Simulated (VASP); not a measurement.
GaAs: single point with PBE

System: GaAs, a wire with vacuum.

```
CELL_PARAMETERS angstrom
11.40000 0.00000 0.00000
0.00000 9.30000 0.00000
0.00000 0.00000 4.87417
ATOMIC_POSITIONS crystal
Ga 0.41051 0.50000 0.00000
Ga 0.58949 0.50000 0.50000
As 0.37450 0.50000 0.50000
As 0.62550 0.50000 0.00000
```

- Program: VASP 6.6.1
- Task: single point
- Functional: PBE
- Potentials or basis: VASP PAW PBE potentials, release 64 (Ga_d, As)
- Cutoff: 520 eV
- k mesh: 1 × 1 × 15
- Occupations: gaussian, width 0.05 eV
- Spin: collinear spin
- Starting moments: [0.5, 0.5, 0.5, 0.5] μB
- Dipole correction: no
- Further INCAR settings: ALGO = Normal; EDIFF = 1e-06; NBANDS = 30

```
Largest force                                         : 0.022 eV/Å
Net moment                                            : 0.40 μB per cell
Site moments                                          : Ga -0.01; As +0.09 μB
Valence electrons inside the program's atomic spheres : Ga 11.55; As 2.74
```

Forces on the atoms (eV/Å):
```
Ga  -0.014  0.000  0.000
Ga   0.014  0.000  0.000
As  -0.022  0.000  0.000
As   0.022  0.000  0.000
```

Levels at points of the mesh, in eV from the Fermi level:
Spin up:
```csv
k point,band 16,band 17,band 18,band 19,band 20,band 21
"(0.00, 0.00, 0.00)",-1.99,-1.98,-0.67,-0.35,0.72,3.66
```
Spin down:
```csv
k point,band 15,band 16,band 17,band 18,band 19,band 20,band 21,band 22
"(0.00, 0.00, 0.00)",-3.63,-1.92,-1.81,-0.65,-0.07,0.79,3.69,3.89
```

Run time: 10 min on 1 thread of Oxide Virtual Turin-like Processor (shared host), peak memory 0.7 GiB.

Caveat: a moment this small can come from the mesh or the smearing.
